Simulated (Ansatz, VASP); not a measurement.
# CuF: VASP beside Ansatz

```
Cu F
1.0
     2.79413    0.00000    0.00000
     0.00000    2.79413    0.00000
     0.00000    0.00000    2.79413
Cu F
1 1
Cartesian
  0.0000 0.0000 0.0000
  1.3971 1.3971 1.3971
```

Alike in both runs: functional PBE; k mesh 20 × 20 × 20; occupations gaussian, width 0.1 eV; no spin polarisation.

Ansatz relaxed the structure, and its values are those at the end. VASP's run is a single point on that final structure, the one shown.

|  | VASP | Ansatz |
| --- | --- | --- |
| version | VASP 6.6.1 | Ansatz 0.2.0 |
| potentials or method | VASP PAW PBE potentials, release 64 (Cu, F), cutoff 520 eV | scalar-relativistic, plane waves, PAW |
| valence electrons in the cell | 18 | 26 |

|  | VASP | Ansatz | Ansatz less VASP |
| --- | --- | --- | --- |
| gap on the k mesh at the Fermi level (eV) | none | none | - |
| pressure (GPa) | -0.1 | 0.0 | +0.14 |

A gap of «none» marks a metal or a gap that the smearing closes. VASP's potentials hold 18 valence electrons a cell and Ansatz's 26, so a difference there can come from the potentials and not from the codes.
